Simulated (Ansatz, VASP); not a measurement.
One calculation of Sb, two programs

```xyz
1
Lattice="-1.5248 1.5248 2.5126 1.5248 -1.5248 2.5126 1.5248 1.5248 -2.5126" Properties=species:S:1:pos:R:3 pbc="T T T"
Sb    0.0000    0.0000    0.0000
```

Change from the starting cell: volume scaled by 1.04, crystal datasets.

Alike in both runs: task electric field gradients; functional PBEsol; k mesh 19 × 19 × 19; occupations fermi-dirac, width 0.05 eV; no spin polarisation.

```csv
,VASP,Ansatz
version,VASP 6.6.1,Ansatz 0.2.0
potentials or method,"VASP PAW PBE potentials, release 64 (Sb), cutoff 520 eV","all-electron PAW with datasets made for the crystal, scalar-relativistic"
```

|  | VASP | Ansatz | Ansatz less VASP |
| --- | --- | --- | --- |
| pressure (GPa) | 10.5 | 10.4 | -0.12 |
| traceless stress, the component that is largest in VASP (GPa) | -0.93 | -0.83 | +0.094 |
| size of Vzz on the site where it differs most (V/Å²) | 39.0 | 39.9 | +0.93 |

VASP's potentials were made for PBE, not for PBEsol. Ansatz ran all-electron here, and VASP with PAW potentials.

Neither program's run includes spin-orbit coupling.
